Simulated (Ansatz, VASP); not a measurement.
Te in VASP and in Ansatz

INCAR

```
SYSTEM = Te
  PREC = Accurate
  ENCUT = 520
  EDIFF = 1E-7
  ISMEAR = -1
  SIGMA = 0.1
  LREAL = .FALSE.
  LASPH = .TRUE.
  NELM = 100
  ALGO = Normal
  ISIF = 2
  LWAVE = .FALSE.
  LCHARG = .FALSE.
  GGA = PE
  NBANDS = 16
```

File KPOINTS:

```
Automatic mesh
0
G
  8 8 11
  0 0 0
```

File POSCAR:

```
Te
1.0
    5.4699808858      0.0000000000      0.0000000000
   -2.7349904429      4.7371424053      0.0000000000
    0.0000000000      0.0000000000      3.2297252880
Te
3
Direct
    1.0000000000      0.0000000000      0.0000000000
    0.3333333333      0.6666666667      0.5000000000
    0.6666666667      0.3333333333      0.5000000000
```

Input for Ansatz:

```yaml
crystal:
  lattice:
    - [5.4699808858, 0.0, 0.0]
    - [-2.7349904429, 4.7371424053, 0.0]
    - [0.0, 0.0, 3.229725288]
  atoms:
    - { symbol: Te, position: [1.0, 0.0, 0.0] }
    - { symbol: Te, position: [0.3333333333, 0.6666666667, 0.5] }
    - { symbol: Te, position: [0.6666666667, 0.3333333333, 0.5] }
hamiltonian:
  xc: pbe
  pseudopotentials:
    kind: paw
    azcp:
      Te: "pseudopotentials/Te.paw.azcp"
basis:
  ecutwfc: 420
  fft_grid_basis: typed
kpoints:
  mp_grid: { grid: [8, 8, 11], shift: [0, 0, 0] }
magnetization:
  spin_polarized: false
scf:
  occupations: { method: fermi_dirac, width: 0.1 }
  lower_state_search: "off"
output:
  stress: true
```

Alike in both runs: task single point; functional PBE; k mesh 8 × 8 × 11; occupations fermi-dirac, width 0.1 eV; no spin polarisation.

```csv
,VASP,Ansatz
version,VASP 6.6.1,Ansatz 0.2.0
potentials or method,"VASP PAW PBE potentials, release 64 (Te), cutoff 520 eV","plane waves (420 eV) with PAW, scalar-relativistic"
valence electrons in the cell,18,48
```

Ansatz gave:

* pressure (GPa): 2.2
* traceless stress, the component that is largest in VASP (GPa): -1.45

What did VASP give for the same quantities?

Pressure (GPa): 2.1; traceless stress, the component that is largest in VASP (GPa): -1.46.

With one functional, cell and mesh, what is left measures potentials, basis and numerics. VASP's potentials hold 18 valence electrons a cell and Ansatz's 48, so a difference there can come from the potentials and not from the codes.

Spin-orbit coupling is off throughout.
